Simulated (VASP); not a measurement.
Wanted: the native input for a VASP 6.6.1 run.

| Quantity | Value |
| --- | --- |
| Task | single point |
| Functional | PBE |
| Potentials or basis | VASP PAW PBE potentials, release 64 (Pb_d, S) |
| Cutoff | 520 eV |
| k mesh | 10 × 10 × 10 |
| Occupations | gaussian, width 0.03 eV |
| Spin | no spin polarisation |
| Dipole correction | no |
| Further INCAR settings | ALGO = Normal; EDIFF = 1e-06; NBANDS = 17 |

The structure of PbS lies in POSCAR:

```
PbS
1.0
    0.0000000000      3.0094750000      2.9205250000
    3.0094750000      0.0000000000      2.9205250000
    3.0094750000      3.0094750000      0.0000000000
Pb S
1 1
Direct
    0.0000000000      0.0000000000      0.0000000000
    0.5000000000      0.5000000000      0.5000000000
```

This cell differs from its parent crystal: strain +0.015 along x and y, -0.015 along z.

The input as run:

INCAR

```
SYSTEM = PbS
  ALGO = Normal
  EDIFF = 1E-6
  ENCUT = 520
  GGA = PE
  ISIF = 2
  ISMEAR = 0
  LASPH = .True.
  LCHARG = .True.
  LELF = .True.
  LREAL = .False.
  LVHAR = .True.
  LWAVE = .False.
  NBANDS = 17
  NELM = 80
  PREC = Accurate
  SIGMA = 0.03
```

KPOINTS

```
k-points
0
Gamma
  10 10 10
  0 0 0
```

Potentials or basis: VASP PAW PBE potentials, release 64 (Pb_d, S).

Command:

```sh
$ cat potpaw_PBE.64/Pb_d/POTCAR potpaw_PBE.64/S/POTCAR > POTCAR
$ mpirun -np 1 vasp_std > vasp.out
```

Results of the run:

- Pressure: 1.5 GPa
- Band gap on the k mesh: 0.39 eV, direct

Caveat: the cell differs from its parent crystal (strain +0.015 along x and y, -0.015 along z); spin-orbit coupling is left out, which moves the levels of the heavy elements.

Run time: 63 s on 1 thread of AMD EPYC 9R45 (Zen 5), on a shared host, peak memory 0.2 GiB.
